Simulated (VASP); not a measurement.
Write the native input for VASP 6.6.1 that does the following.

```
Task                               : single point
Functional                         : HSE06
Potentials or basis                : VASP PAW PBE potentials, release 64 (In_d, Ga_d, P)
Cutoff                             : 400 eV
k mesh                             : 1 × 1 × 1, shifted
Occupations                        : fermi-dirac, width 0.05 eV
Spin                               : no spin polarisation
Dipole correction                  : no
Grid for exact exchange (PRECFOCK) : Fast
Further INCAR settings             : LREAL = Auto; ALGO = Normal; EDIFF = 1e-06; NBANDS = 326; ISYM = -1
Share of exact exchange            : 0.25
Screening parameter                : 0.2079 1/Å
```

The system is In3GaP4.

```xyz
64
Lattice="11.5347 0.0000 0.0000 0.0000 11.5347 0.0000 0.0000 0.0000 11.5347" Properties=species:S:1:pos:R:3 pbc="T T T"
In   11.5115   11.4824    0.0309
In    0.0314   11.4813    5.7389
In    0.0335    5.8304    0.0214
In    0.0817    5.8251    5.7504
In    5.7957   11.5063   11.4733
In    5.7406    5.7975   11.4824
In    5.7002    5.7966    5.8102
In    2.9184    2.9545   11.5124
In    2.9395    2.9097    5.7931
In    2.8917    8.5984   11.5301
In    8.6167    2.8801   11.5005
In    8.5958    2.8602    5.7979
In    8.6270    8.6806    5.7699
In    2.8812   11.4864    2.9337
In    2.9588   11.5099    8.5977
In    8.6561   11.4826    2.8796
In    8.5658   11.5105    8.6521
In    8.6813    5.8220    2.8574
In    8.6013    5.7871    8.6767
In    0.0317    2.9087    2.8852
In    0.0292    2.9251    8.6546
In    0.0348    8.6270    8.6523
In    5.7364    2.8940    2.9152
In    5.7461    8.6569    2.9055
Ga    5.7318   11.4988    5.8124
Ga    2.9088    8.6075    5.7540
Ga    8.6416    8.6365   11.5248
Ga    2.8611    5.8214    2.9112
Ga    2.9451    5.8014    8.6224
Ga    0.0185    8.6173    2.8858
Ga    5.7225    2.8723    8.6209
Ga    5.7378    8.6417    8.6052
P     1.4698    1.4343    1.4290
P     1.4508    1.4343    7.1881
P     1.4573    7.2199    1.5899
P     1.6228    7.2177    7.2196
P     7.1935    1.4283    1.4405
P     7.0150    1.4211    7.2127
P     7.2534    7.2879    1.3603
P     7.1305    7.2857    7.2622
P     4.2550    4.4583    1.5348
P     4.3287    4.3324    7.3599
P     4.3229   10.0941    1.4121
P     4.3875    9.9909    7.1110
P    10.0945    4.3229    1.4049
P    10.0904    4.3717    7.1863
P    10.0850    9.9096    1.4479
P    10.0938   10.0937    7.2219
P     4.3895    1.3479    4.4260
P     4.3994    1.5116   10.0179
P     4.1900    7.1995    4.3176
P     4.3200    7.2261    9.9243
P    10.0976    1.4350    4.3243
P    10.0867    1.4219   10.0749
P    10.1625    7.3011    4.2786
P    10.0256    7.2761   10.1616
P     1.5516    4.3930    4.2630
P     1.5307    4.4740   10.0079
P     1.4436    9.9061    4.3305
P     1.4758   10.0972   10.0882
P     7.1998    4.3828    4.3351
P     7.0942    4.2277    9.9965
P     7.1160   10.1752    4.4109
P     7.1852    9.9072   10.0717
```

The input as run:

POSCAR

```
In3GaP4
1.0
   11.5347060000      0.0000000000      0.0000000000
    0.0000000000     11.5347060000      0.0000000000
    0.0000000000      0.0000000000     11.5347060000
In Ga P
24 8 32
Direct
    0.9979860000      0.9954650000      0.0026810000
    0.0027240000      0.9953740000      0.4975350000
    0.0029010000      0.5054690000      0.0018580000
    0.0070860000      0.5050030000      0.4985260000
    0.5024550000      0.9975350000      0.9946790000
    0.4976790000      0.5026110000      0.9954630000
    0.4941760000      0.5025350000      0.5037140000
    0.2530120000      0.2561410000      0.9980700000
    0.2548400000      0.2522540000      0.5022340000
    0.2506990000      0.7454390000      0.9996050000
    0.7470270000      0.2496890000      0.9970380000
    0.7452120000      0.2479630000      0.5026510000
    0.7479180000      0.7525630000      0.5002170000
    0.2497850000      0.9958140000      0.2543330000
    0.2565150000      0.9978460000      0.7453730000
    0.7504370000      0.9954840000      0.2496430000
    0.7426140000      0.9979040000      0.7500930000
    0.7526220000      0.5047350000      0.2477180000
    0.7456900000      0.5017100000      0.7522240000
    0.0027510000      0.2521720000      0.2501310000
    0.0025290000      0.2535930000      0.7503120000
    0.0030150000      0.7479190000      0.7501090000
    0.4973180000      0.2508910000      0.2527370000
    0.4981580000      0.7505090000      0.2518880000
    0.4969170000      0.9968850000      0.5039060000
    0.2521750000      0.7462300000      0.4988390000
    0.7491800000      0.7487400000      0.9991410000
    0.2480400000      0.5046880000      0.2523890000
    0.2553270000      0.5029500000      0.7475170000
    0.0016050000      0.7470780000      0.2501820000
    0.4961150000      0.2490120000      0.7473860000
    0.4974350000      0.7491910000      0.7460240000
    0.1274260000      0.1243500000      0.1238870000
    0.1257770000      0.1243490000      0.6231700000
    0.1263370000      0.6259270000      0.1378330000
    0.1406880000      0.6257410000      0.6259040000
    0.6236420000      0.1238220000      0.1248800000
    0.6081650000      0.1232010000      0.6253030000
    0.6288310000      0.6318250000      0.1179330000
    0.6181770000      0.6316290000      0.6295940000
    0.3688860000      0.3865140000      0.1330620000
    0.3752780000      0.3755950000      0.6380650000
    0.3747690000      0.8751040000      0.1224260000
    0.3803770000      0.8661570000      0.6164880000
    0.8751420000      0.3747760000      0.1217970000
    0.8747850000      0.3790050000      0.6230150000
    0.8743150000      0.8591130000      0.1255240000
    0.8750830000      0.8750680000      0.6261060000
    0.3805440000      0.1168540000      0.3837080000
    0.3814040000      0.1310490000      0.8685020000
    0.3632530000      0.6241580000      0.3743100000
    0.3745260000      0.6264690000      0.8603880000
    0.8754140000      0.1244040000      0.3748940000
    0.8744630000      0.1232700000      0.8734410000
    0.8810330000      0.6329710000      0.3709370000
    0.8691680000      0.6308010000      0.8809600000
    0.1345150000      0.3808510000      0.3695770000
    0.1327080000      0.3878700000      0.8676350000
    0.1251520000      0.8588090000      0.3754290000
    0.1279440000      0.8753750000      0.8745930000
    0.6241830000      0.3799630000      0.3758350000
    0.6150270000      0.3665210000      0.8666460000
    0.6169250000      0.8821340000      0.3824060000
    0.6229240000      0.8589010000      0.8731640000
```

INCAR.step1

```
SYSTEM = In3GaP4
PREC     = Accurate       ! precision mode
ENCUT    = 400            ! plane-wave cutoff, eV
EDIFF    = 1E-5           ! SCF threshold, eV
ISMEAR   = -1             ! smearing method
SIGMA    = 0.05           ! smearing width, eV
LREAL    = Auto         
LASPH    = .TRUE.         ! aspherical terms in the spheres
NELM     = 120            ! most SCF steps
ALGO     = Normal         ! electronic algorithm
ISIF     = 2              ! what is computed and relaxed
LWAVE    = .TRUE.         ! write WAVECAR
GGA      = PE             ! functional
ISYM     = -1           
NBANDS   = 326            ! bands
GGA_COMPAT= .FALSE.      
KPAR     = 1
```

INCAR.step2

```
SYSTEM = In3GaP4
PREC     = Accurate       ! precision mode
ENCUT    = 400            ! plane-wave cutoff, eV
EDIFF    = 1E-6           ! SCF threshold, eV
ISMEAR   = -1             ! smearing method
SIGMA    = 0.05           ! smearing width, eV
LREAL    = Auto         
LASPH    = .TRUE.         ! aspherical terms in the spheres
NELM     = 120            ! most SCF steps
ALGO     = Normal         ! electronic algorithm
ISIF     = 2              ! what is computed and relaxed
LWAVE    = .FALSE.        ! write WAVECAR
LCHARG   = .TRUE.         ! write CHGCAR
GGA      = PE             ! functional
LHFCALC  = .TRUE.         ! exact exchange
HFSCREEN = 0.2079         ! screening, 1/A
PRECFOCK = Fast         
LELF     = .TRUE.         ! ELF
LVHAR    = .TRUE.       
ISTART   = 1            
ISYM     = -1           
NBANDS   = 326            ! bands
GGA_COMPAT= .FALSE.      
KPAR     = 1
```

KPOINTS

```
explicit points
1
Reciprocal
  0.25000000   0.25000000   0.25000000 1
```

Potentials or basis: VASP PAW PBE potentials, release 64 (In_d, Ga_d, P).

Launch:

```console
$ cat potpaw_PBE.64/In_d/POTCAR potpaw_PBE.64/Ga_d/POTCAR potpaw_PBE.64/P/POTCAR > POTCAR
$ cp INCAR.step1 INCAR
$ mpirun -np 4 vasp_std > vasp.out
$ cp INCAR.step2 INCAR
$ mpirun -np 4 vasp_std > vasp.out
```

Results of the run:

* Pressure: 0.7 GPa
* Largest force: 0.065 eV/Å
* Band gap on the k mesh: 2.57 eV

Caveat: the PAW data sets were made with another functional, which shifts forces and pressure a little; spin-orbit coupling is left out, which moves the levels of the heavy elements; a shifted mesh leaves out Γ, where band edges can lie.

Run time: 25 min on 4 MPI ranks on Intel(R) Xeon(R) 6975P-C (Granite Rapids), on a shared host, peak memory 0.86 GiB a rank.
